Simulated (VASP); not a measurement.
A run of VASP 6.6.1 is set up as follows.

INCAR

```
SYSTEM = KCl
PREC = Accurate ; ENCUT = 520
EDIFF = 1E-8 ; ISMEAR = -1
SIGMA = 0.03 ; LREAL = .FALSE.
LASPH = .TRUE. ; NELM = 80
ALGO = Normal ; ISIF = 2
LWAVE = .FALSE. ; LCHARG = .FALSE.
LEFG = .TRUE. ; NBANDS = 15
```

KPOINTS

```
Automatic mesh
0
G
  7 7 7
  0 0 0
```

File POSCAR:

```
KCl
1.0
    0.0946830000      3.2034415000      3.2034415000
    3.2034415000      0.0946830000      3.2034415000
    3.2034415000      3.2034415000      0.0946830000
K Cl
1 1
Direct
    0.0000000000      0.0000000000      0.0000000000
    0.5000000000      0.5000000000      0.5000000000
```

Potentials or basis: VASP PAW LDA potentials, release 64 (K_sv, Cl).

The run is started by

```console
$ cat potpaw_LDA.64/K_sv/POTCAR potpaw_LDA.64/Cl/POTCAR > POTCAR
$ mpirun -np 1 vasp_std > vasp.out
```

**Question.** Estimate the pressure.

**Answer.** -2.1 GPa.

**Question.** What does it give for the band gap on the k mesh?

**Answer.** 4.68 eV, direct.

Electric field gradients, principal values (V/Å²):
```tsv
atom	least	middle	greatest (by size)
1 K	1.675	1.675	-3.350
2 Cl	-2.274	-2.274	4.548
```

Caveat: the cell differs from its parent crystal (equal xy, yz and zx shear strains of +3 %); without QUAD_EFG the Cq values of the log hold for a quadrupole moment of 1 mb, not for the nuclei. A k mesh can miss the band edges.
